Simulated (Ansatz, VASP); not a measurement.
## One calculation of CdS, two programs

Contents of POSCAR:

```
CdS
1.0
    0.0000000000      2.9392138883      2.9392138883
    2.9392138883      0.0000000000      2.9392138883
    2.9392138883      2.9392138883      0.0000000000
Cd S
1 1
Direct
    0.0000000000      0.0000000000      0.0000000000
    0.2500000000      0.2500000000      0.2500000000
```

INCAR.step1

```
PREC = Accurate
ENCUT = 520
EDIFF = 1E-5
ISMEAR = 0
SIGMA = 0.01
LREAL = F
LASPH = T
NELM = 100
ALGO = Normal
ISIF = 2
LWAVE = T
NBANDS = 16
GGA = PE
```

Contents of INCAR.step2:

```
PREC = Accurate
ENCUT = 520
EDIFF = 1E-7
ISMEAR = 0
SIGMA = 0.01
LREAL = F
LASPH = T
NELM = 100
ALGO = Normal
ISIF = 2
LWAVE = F
LCHARG = T
GGA = PE
LHFCALC = T
AEXX = 0.4
HFSCREEN = 0.3
PRECFOCK = Normal
LELF = T
LVHAR = T
NBANDS = 16
ISTART = 1
```

Contents of KPOINTS:

```
Automatic mesh
0
Gamma
  4 4 4
```

Input for Ansatz:

```yaml
crystal:
  lattice:
    - [0.0, 2.9392138883, 2.9392138883]
    - [2.9392138883, 0.0, 2.9392138883]
    - [2.9392138883, 2.9392138883, 0.0]
  atoms:
    - { symbol: Cd, position: [0.0, 0.0, 0.0] }
    - { symbol: S, position: [0.25, 0.25, 0.25] }
kpoints:
  mp_grid: { grid: [4, 4, 4] }
hamiltonian:
  xc: { exchange: pbe, correlation: pbe, exx: { coeff: 0.4, omega: 0.3 } }
scf:
  occupations: { method: fixed }
  n_extra_bands: 4
output:
  forces: true
  stress: true
  eigenvalues: true
```

Alike in both runs: task single point; functional PBE-based screened hybrid with a share of 0.4 of exact exchange and HFSCREEN = 0.3; k mesh 4 × 4 × 4; no spin polarisation.

|  | VASP | Ansatz |
| --- | --- | --- |
| version | VASP 6.6.1 | Ansatz 0.2.0 |
| potentials or method | VASP PAW PBE potentials, release 64 (Cd, S) | plane waves |
| plane-wave cutoff (eV) | 520 | 420 |
| occupations | gaussian, width 0.01 eV | fixed |
| valence electrons in the cell | 18 | 26 |

```tsv
	VASP	Ansatz	Ansatz less VASP
gap on the k mesh at the Fermi level (eV)	2.45	2.45	-0.003
pressure (GPa)	0.3	0.0	-0.29
```

VASP's potentials were made for PBE, not for PBE-based screened hybrid. VASP's potentials hold 18 valence electrons a cell and Ansatz's 26, so a difference there can come from the potentials and not from the codes. Ansatz's warnings: stress exchange threshold loose, stress scf threshold loose.

The k mesh is coarse, so the values compare programs but aren't converged.
